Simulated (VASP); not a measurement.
Runs of VASP 6.6.1 on GaP. It takes space group F-43m (No. 216, cubic). The conventional cell has a = 5.451 Å, b = 5.451 Å, c = 5.451 Å, α = 90.00°, β = 90.00°, γ = 90.00°. Within 3.1 Å of Ga (site symmetry -43m) lie 4 P at 2.36 Å. P (site symmetry -43m) has 4 Ga at 2.36 Å within 3.1 Å. 

```tsv
level	potentials or basis	gap on the mesh (eV)	pressure (GPa)
LDA	VASP PAW LDA potentials, release 64 (Ga_d, P)	(a)	-2.6
r2SCAN	VASP PAW PBE potentials, release 64 (Ga_d, P)	1.91	0.0
revPBE	VASP PAW PBE potentials, release 64 (Ga_d, P)	1.72	(c)
PBEsol	VASP PAW PBE potentials, release 64 (Ga_d, P)	(b)	-0.6
BLYP	VASP PAW PBE potentials, release 64 (Ga_d, P)	1.68	6.5
```

Alike in all rows: task single point; no spin polarisation; cell as given; k mesh 6 × 6 × 6; cutoff (eV) 520; smearing gaussian 0.01 eV.

Fill in the values left out.

(a) 1.49; (b) 1.51; (c) 3.9.

Caveats: the PAW data sets were made with another functional, which shifts forces and pressure a little (some runs).

A k mesh can miss the band edges, and the runs leave out spin-orbit coupling on Ga.
